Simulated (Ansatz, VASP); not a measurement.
# One calculation of Ag, two programs

Contents of INCAR:

```
SYSTEM = Ag
ALGO = Normal
EDIFF = 1E-6
ENCUT = 520
GGA = CA
ISIF = 2
ISMEAR = -1
LASPH = .TRUE.
LCHARG = .FALSE.
LREAL = .FALSE.
LWAVE = .FALSE.
NBANDS = 12
NELM = 60
PREC = Accurate
SIGMA = 0.05
```

KPOINTS

```
k-points
0
G
  15 15 15
  0 0 0
```

Contents of POSCAR:

```
Ag
1.0
    0.0000000000      2.0633300285      2.0633300285
    2.0633300285      0.0000000000      2.0633300285
    2.0633300285      2.0633300285      0.0000000000
Ag
1
Direct
    0.0000000000      0.0000000000      0.0000000000
```

Input for Ansatz:

```yaml
crystal:
  lattice:
    - [0.0, 2.0633300285, 2.0633300285]
    - [2.0633300285, 0.0, 2.0633300285]
    - [2.0633300285, 2.0633300285, 0.0]
  atoms:
    - { symbol: Ag, position: [0.0, 0.0, 0.0] }
kpoints:
  mp_grid: { grid: [15, 15, 15] }
scf:
  occupations: { method: fermi_dirac, width: 0.05 }
hamiltonian:
  xc: lda
  pseudopotentials: { kind: all_electron, lapw: { basis_error: 0.001 } }
output:
  forces: true
  stress: true
  eigenvalues: true
```

Change from the starting cell: volume scaled by 1.03.

Alike in both runs: task single point; functional LDA; k mesh 15 × 15 × 15; occupations fermi-dirac, width 0.05 eV; no spin polarisation.

```csv
,VASP,Ansatz
version,VASP 6.6.1,Ansatz 0.2.0
potentials or method,"VASP PAW LDA potentials, release 64 (Ag), cutoff 520 eV","all-electron LAPW, scalar-relativistic"
```

VASP gave:

- pressure (GPa): -9.8

**Question.** What did Ansatz give for the same quantities?

**Answer.** Pressure (GPa): -10.0.

LDA's correlation is that of Perdew and Zunger in VASP and of Perdew and Wang (1992) in Ansatz. Ansatz ran all-electron here, and VASP with PAW potentials.
